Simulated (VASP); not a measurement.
# BP (F-43m) in VASP: a series of runs

Aim: see how the results for BP move with the level of theory and the settings. Levels: PBEsol, PBE. Tasks: single point.

All numbers are computed with VASP 6.6.1; they aren't measurements. Logs are shortened: lines on timing, memory, paths and dates and some standing lists are left out, and cuts for length are marked.

## Step 1: The cell of the first run

Symmetry: F-43m, No. 216, cubic system. Conventional cell: a = 4.538 Å, b = 4.538 Å, c = 4.538 Å, α = 90.00°, β = 90.00°, γ = 90.00°. Within 2.6 Å of P (site symmetry -43m) lie 4 B at 1.97 Å. Within 2.6 Å of B (site symmetry -43m) lie 4 P at 1.97 Å.

## Step 2: Single point, PBEsol

The input, INCAR:

```
PREC = Accurate
ENCUT = 520
EDIFF = 1E-6
ISMEAR = 0
SIGMA = 0.1
LREAL = False
LASPH = True
NELM = 80
ALGO = Normal
ISIF = 2
LWAVE = False
LCHARG = False
GGA = PS
NBANDS = 11
```

The input, KPOINTS:

```
Automatic mesh
0
Gamma
  10 10 10
```

The input, POSCAR:

```
BP
1.0
    0.0000000000      2.2690000000      2.2690000000
    2.2690000000      0.0000000000      2.2690000000
    2.2690000000      2.2690000000      0.0000000000
P B
1 1
Direct
    0.7500000000      0.7500000000      0.7500000000
    0.0000000000      0.0000000000      0.0000000000
```

Potentials or basis: VASP PAW PBE potentials, release 64 (P, B).

Started as:

```bash
> cat potpaw_PBE.64/P/POTCAR potpaw_PBE.64/B/POTCAR > POTCAR
> mpirun -np 1 vasp_std > vasp.out
```

OUTCAR:

```text
PREC = Accurate
   ENCUT = 520
   EDIFF = 1E-6
   ISMEAR = 0
   LREAL = False
   LASPH = True
   NELM = 80
   ISIF = 2
   GGA = PS

 ion  position               nearest neighbor table
   1  0.750  0.750  0.750-   2 1.97   2 1.97   2 1.97   2 1.97
   2  0.000  0.000  0.000-   1 1.97   1 1.97   1 1.97   1 1.97

  LATTYP: Found a face centered cubic cell.
 ALAT       =     4.5380000000

  Lattice vectors:

 A1 = (   0.0000000000,   2.2690000000,   2.2690000000)
 A2 = (   2.2690000000,   0.0000000000,   2.2690000000)
 A3 = (   2.2690000000,   2.2690000000,   0.0000000000)

Analysis of symmetry for initial positions (statically):
=====================================================================
 Subroutine PRICEL returns:
 Original cell was already a primitive cell.

 Routine SETGRP: Setting up the symmetry group for a
 face centered cubic supercell.

 Subroutine GETGRP returns: Found 24 space group operations
 (whereof 24 operations were pure point group operations)
 out of a pool of 48 trial point group operations.

The static configuration has the point symmetry T_d .

Analysis of symmetry for dynamics (positions and initial velocities):
=====================================================================
 Subroutine PRICEL returns:
 Original cell was already a primitive cell.

 Routine SETGRP: Setting up the symmetry group for a
 face centered cubic supercell.

 Subroutine GETGRP returns: Found 24 space group operations
 (whereof 24 operations were pure point group operations)
 out of a pool of 48 trial point group operations.

The dynamic configuration has the point symmetry T_d .

 Subroutine INISYM returns: Found 24 space group operations
 (whereof 24 operations are pure point group operations),
 and found     1 'primitive' translations

----------------------------------------------------------------------------------------

                                     Primitive cell

  volume of cell :      23.3633

  direct lattice vectors                    reciprocal lattice vectors
     0.000000000  2.269000000  2.269000000    -0.220361393  0.220361393  0.220361393
     2.269000000  0.000000000  2.269000000     0.220361393 -0.220361393  0.220361393
     2.269000000  2.269000000  0.000000000     0.220361393  0.220361393 -0.220361393

  length of vectors
     3.208850573  3.208850573  3.208850573     0.381677128  0.381677128  0.381677128

  position of ions in fractional coordinates (direct lattice)
     0.750000000  0.750000000  0.750000000
     0.000000000  0.000000000  0.000000000

  ion indices of the primitive-cell ions
   primitive index   ion index
                 1           1
                 2           2

----------------------------------------------------------------------------------------

 KPOINTS: Automatic mesh

Automatic generation of k-mesh.
 Grid dimensions read from file:
 generate k-points for:   10   10   10

 Generating k-lattice:

  Cartesian coordinates                     Fractional coordinates (reciprocal lattice)
    -0.022036139  0.022036139  0.022036139     0.100000000  0.000000000  0.000000000
     0.022036139 -0.022036139  0.022036139     0.000000000  0.100000000  0.000000000
     0.022036139  0.022036139 -0.022036139     0.000000000  0.000000000  0.100000000

  Length of vectors
     0.038167713  0.038167713  0.038167713

  Shift w.r.t. Gamma in fractional coordinates (k-lattice)
     0.000000000  0.000000000  0.000000000

 Subroutine IBZKPT returns following result:
 ===========================================

 Found     47 irreducible k-points:

 Following reciprocal coordinates:
            Coordinates               Weight
  0.000000  0.000000  0.000000      1.000000
  0.100000  0.000000  0.000000      8.000000
  0.200000  0.000000  0.000000      8.000000
  0.300000  0.000000  0.000000      8.000000
  0.400000  0.000000  0.000000      8.000000
  0.500000  0.000000  0.000000      4.000000
[... 16 lines left out ...]
  0.300000  0.300000  0.000000      6.000000
  0.400000  0.300000  0.000000     24.000000
 [... further k-points ...]
   k-points           NKPTS =     47   k-points in BZ     NKDIM =     47   number of bands    NBANDS=     11
   number of dos      NEDOS =    301   number of ions     NIONS =      2
   total plane-waves  NPLWV =  13824
   dimension x,y,z NGX =    24 NGY =   24 NGZ =   24
   dimension x,y,z NGXF=    48 NGYF=   48 NGZF=   48
   ions per type =               1   1
   NGX,Y,Z   is equivalent  to a cutoff of  12.43, 12.43, 12.43 a.u.
   NGXF,Y,Z  is equivalent  to a cutoff of  24.87, 24.87, 24.87 a.u.
 SYSTEM =  unknown system
   PREC   = accura    normal or accurate (medium, high low for compatibility)
   ISTART =      0    job   : 0-new  1-cont  2-samecut
   ICHARG =      2    charge: 1-file 2-atom 10-const
   ISPIN  =      1    spin polarized calculation?
   LNONCOLLINEAR =      F non collinear calculations
   LSORBIT =      F    spin-orbit coupling
   LASPH  =      T    aspherical Exc in radial PAW
   ENCUT  =  520.0 eV  38.22 Ry    6.18 a.u.   5.97  5.97  5.97*2*pi/ulx,y,z
   NELM   =     80;   NELMIN=  2; NELMDL= -5     # of ELM steps
   EDIFF  = 0.1E-05   stopping-criterion for ELM
   LREAL  =      F    real-space projection
   EDIFFG = 0.1E-04   stopping-criterion for IOM
   NSW    =      0    number of steps for IOM
   IBRION =     -1    ionic relax: 0-MD 1-quasi-New 2-CG
   NFREE  =      0    steps in history (QN), initial steepest desc. (CG)
   ISIF   =      2    stress and relaxation
   ISYM   =      2    0-nonsym 1-usesym 2-fastsym
   POTIM  = 0.5000    time-step for ionic-motion
   TEBEG  =    0.0;   TEEND  =   0.0 temperature during run
   PSTRESS=    0.0 pullay stress
   NELECT =       8.0000    total number of electrons
   NUPDOWN=      -1.0000    fix difference up-down
   EMIN   =  10.00;   EMAX   =-10.00  energy-range for DOS
   EFERMI =   0.00;   METHOD = LEGACY
   ISMEAR =     0;   SIGMA  =   0.10  broadening in eV -4-tet -1-fermi 0-gaus
   EFERMI_NEDOS =   21; number of points for ismear=-14 and -15
   IALGO  =     38    algorithm
   IMIX   =      4    mixing-type and parameters
     AMIX     =   0.40;   BMIX     =  1.00
     AMIX_MAG =   1.60;   BMIX_MAG =  1.00
  volume/ion in A,a.u.               =      11.68        78.83
  Fermi-wavevector in a.u.,A,eV,Ry     =   1.145320  2.164342 17.847562  1.311759
  Thomas-Fermi vector in A             =   2.282009
   LORBIT       =      0    0 simple, 1 ext, 2 COOP (PROOUT), +10 PAW based schemes
   GGA     = PS    functional components
   LHFCALC =     F    Hartree Fock is set to
   AEXX    =    0.0000 exact exchange contribution
   IVDW    =     0    specifies the selected vdW correction
   LEPSILON=     F    determine dielectric tensor
   LRPA    =     F    only Hartree local field effects (RPA)
 non-spin polarized calculation
 Gauss-broadening in eV      SIGMA  =   0.10
  energy-cutoff  :      520.00
  volume of cell :       23.36
 maximum number of plane-waves:       639
   NGX = 11   NGY = 11   NGZ = 11

 number of electron       8.0000000 magnetization

 Free energy of the ion-electron system (eV)
  ---------------------------------------------------
  ext. energy  EPLUGINS =         0.00000000
  ---------------------------------------------------
  free energy    TOTEN  =       -13.67223473 eV

  energy without entropy =      -13.67223473  energy(sigma->0) =      -13.67223473

 E-fermi :   7.8244     XC(G=0): -11.0458

 val. band max:        7.4054752780   @ k =   0.0000   0.0000   0.0000
 cond. band min:       8.5364030748   @ k =   0.4000   0.4000   0.0000
 fundamental gap:      1.1309277969
 Fermi energy:         7.8244316444

 k-point     1 :       0.0000    0.0000    0.0000
  band No.  band energies     occupation
      1      -8.0926      2.00000
      2       7.4055      2.00000
      3       7.4055      2.00000
      4       7.4055      2.00000
      5      10.7623      0.00000
      6      10.7623      0.00000
      7      10.7623      0.00000
      8      14.7483      0.00000
      9      18.6480      0.00000
     10      19.5271      0.00000
     11      19.5271      0.00000

 k-point     2 :       0.1000    0.0000    0.0000
  band No.  band energies     occupation
      1      -7.9119      2.00000
      2       6.0912      2.00000
      3       7.1069      2.00000
      4       7.1069      2.00000
      5      11.1742      0.00000
      6      11.1742      0.00000
      7      11.1978      0.00000
      8      15.2669      0.00000
      9      18.8077      0.00000
     10      18.8077      0.00000
     11      19.2260      0.00000

 k-point     3 :       0.2000    0.0000    0.0000
  band No.  band energies     occupation
      1      -7.3763      2.00000
      2       3.7357      2.00000
      3       6.5438      2.00000
      4       6.5438      2.00000
      5      11.3900      0.00000
      6      11.8949      0.00000
      7      11.8949      0.00000
      8      16.4124      0.00000
      9      18.1862      0.00000
     10      18.1862      0.00000
     11      20.1070      0.00000

 k-point     4 :       0.3000    0.0000    0.0000
  band No.  band energies     occupation
      1      -6.5151      2.00000
      2       1.3647      2.00000
      3       6.0534      2.00000
      4       6.0534      2.00000
      5      11.2957      0.00000
      6      12.2145      0.00000
      7      12.2145      0.00000
      8      17.2602      0.00000
      9      18.7661      0.00000
     10      18.7661      0.00000
     11      20.4023      0.00000
[... 239 lines left out ...]
 k-point    22 :      -0.2000    0.2000    0.0000
  band No.  band energies     occupation
      1      -6.2227      2.00000
      2       2.1384      2.00000
      3       3.1869      2.00000
      4       6.1547      2.00000
      5      11.8178      0.00000
      6      12.6811      0.00000
      7      13.7369      0.00000
      8      15.6538      0.00000
      9      16.8259      0.00000
     10      20.9016      0.00000
     11      23.1052      0.00000

 k-point    23 :       0.3000    0.3000    0.0000
  band No.  band energies     occupation
      1      -5.9706      2.00000
      2       2.5739      2.00000
      3       4.1572      2.00000
      4       4.1572      2.00000
      5       8.8323      0.00000
      6      11.1815      0.00000
      7      16.2439      0.00000
      8      16.2439      0.00000
      9      20.4163      0.00000
     10      21.7902      0.00000
     11      23.7448      0.00000

 k-point    24 :       0.4000    0.3000    0.0000
  band No.  band energies     occupation
      1      -5.1417      2.00000
      2       1.2408      2.00000
      3       3.3161      2.00000
      4       3.8616      2.00000
      5       9.1170      0.00000
      6      10.9020      0.00000
      7      16.8536      0.00000
      8      16.8619      0.00000
      9      21.3378      0.00000
     10      22.6666      0.00000
     11      24.3217      0.00000

 [... further k-points ...]
[... 5 lines left out ...]
  --------------------------------------------------------------------------------------
  -------------------------------------------------------------------------------------
  Total       -0.2710116     -0.2710116     -0.2710116     -0.0000000      0.0000000      0.0000000
  in kB      -18.5851039    -18.5851039    -18.5851039     -0.0000000      0.0000000      0.0000000
  external PRESSURE =     -18.5851039 kB  Pullay stress =       0.0000000 kB

 VOLUME and BASIS-vectors are now :
 -----------------------------------------------------------------------------
  energy-cutoff  :      520.00
  volume of cell :       23.36
      direct lattice vectors                 reciprocal lattice vectors
     0.000000000  2.269000000  2.269000000    -0.220361393  0.220361393  0.220361393
     2.269000000  0.000000000  2.269000000     0.220361393 -0.220361393  0.220361393
     2.269000000  2.269000000  0.000000000     0.220361393  0.220361393 -0.220361393

 POSITION                                       TOTAL-FORCE (eV/Angst)
 -----------------------------------------------------------------------------------
      3.40350      3.40350      3.40350         0.000000      0.000000      0.000000
      0.00000      0.00000      0.00000        -0.000000     -0.000000     -0.000000
 -----------------------------------------------------------------------------------
    total drift:                               -0.000000     -0.000000     -0.000000

  FREE ENERGIE OF THE ION-ELECTRON SYSTEM (eV)
  ---------------------------------------------------
  free  energy   TOTEN  =       -13.6722347291 eV

  energy  without entropy=      -13.6722347291  energy(sigma->0) =      -13.67223473
```

Wall time 3.7 s (1 thread of Intel Xeon 6975P-C (Granite Rapids), shared host); peak memory 0.13 GiB.

What came out:

```
Free energy            : -13.6722 eV
Pressure               : -1.9 GPa
Band gap on the k mesh : 1.13 eV, indirect (least direct gap 3.36 eV)
```

Caveat: the PAW data sets were made with another functional, which shifts forces and pressure a little.

## Step 3: Single point, PBE

The input, INCAR:

```
SYSTEM = BP
ALGO     = Normal         ! electronic algorithm
EDIFF    = 1E-6           ! SCF threshold, eV
ENCUT    = 520            ! plane-wave cutoff, eV
GGA      = PE             ! functional
ISIF     = 2              ! what is computed and relaxed
ISMEAR   = -1             ! smearing method
LASPH    = .TRUE.         ! aspherical terms in the spheres
LCHARG   = .TRUE.         ! write CHGCAR
LELF     = .TRUE.         ! ELF
LREAL    = .FALSE.        ! projectors in reciprocal space
LVHAR    = .TRUE.       
LWAVE    = .FALSE.        ! write WAVECAR
NBANDS   = 11             ! bands
NELM     = 60             ! most SCF steps
PREC     = Accurate       ! precision mode
SIGMA    = 0.05           ! smearing width, eV
```

The input, KPOINTS:

```
k-points
0
G
  8 8 8
  0 0 0
```

POSCAR is that of step 2.

Potentials or basis: VASP PAW PBE potentials, release 64 (P, B).

Started as:

```bash
> cat potpaw_PBE.64/P/POTCAR potpaw_PBE.64/B/POTCAR > POTCAR
> mpirun -np 1 vasp_std > vasp.out
```

Wall time 3.4 s (1 thread of Intel Xeon 6975P-C, shared host); peak memory 0.13 GiB.

The run converged. Its results:

* Free energy: -12.9286 eV
* Pressure: 0.9 GPa
* Band gap on the k mesh: 1.27 eV, indirect (least direct gap 3.40 eV)

Levels at points of the mesh, in eV from the valence-band top:
| k point | band 2 | band 3 | band 4 | band 5 | band 6 | band 7 |
| --- | --- | --- | --- | --- | --- | --- |
| (0.00, 0.00, 0.00) | 0.00 | 0.00 | 0.00 | 3.40 | 3.40 | 3.40 |
| (0.50, 0.00, 0.00) | -9.03 | -1.76 | -1.76 | 3.78 | 4.71 | 4.71 |
| (0.50, 0.50, 0.00) | -8.58 | -4.11 | -4.11 | 1.33 | 1.66 | 12.12 |
